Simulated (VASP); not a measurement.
Crystal: Os.

```
Os
1.0
     0.00000    1.92204    1.92204
     1.92204    0.00000    1.92204
     1.92204    1.92204    0.00000
Os
1
Direct
  0.00000 0.00000 0.00000
```

Base run:

```yaml
Program: VASP 6.6.1
Functional: PBEsol
Potentials_or_basis: VASP PAW PBE potentials, release 64 (Os)
Cutoff: 520 eV
k_mesh: 10 × 10 × 10
Occupations: gaussian, width 0.1 eV
Spin: no spin polarisation
```

Its results: band gap on the k mesh zero (band 4 reaches 11.36 eV, above the bottom of band 5 at 7.44 eV); pressure -6.6 GPa.

The run is repeated on the same cell with these changes: functional from PBEsol to PBE; k mesh from 10 × 10 × 10 to 3 × 3 × 3. What comes out?

Band gap on the k mesh zero (band 4 reaches 9.84 eV, above the bottom of band 5 at 9.13 eV); pressure 27.7 GPa.

Several settings changed at once, so the effect can't be laid on one alone.

Caveats: some runs use coarse meshes; spin-orbit coupling is left out, which moves the levels of the heavy elements; the PAW data sets were made with another functional, which shifts forces and pressure a little (some runs).
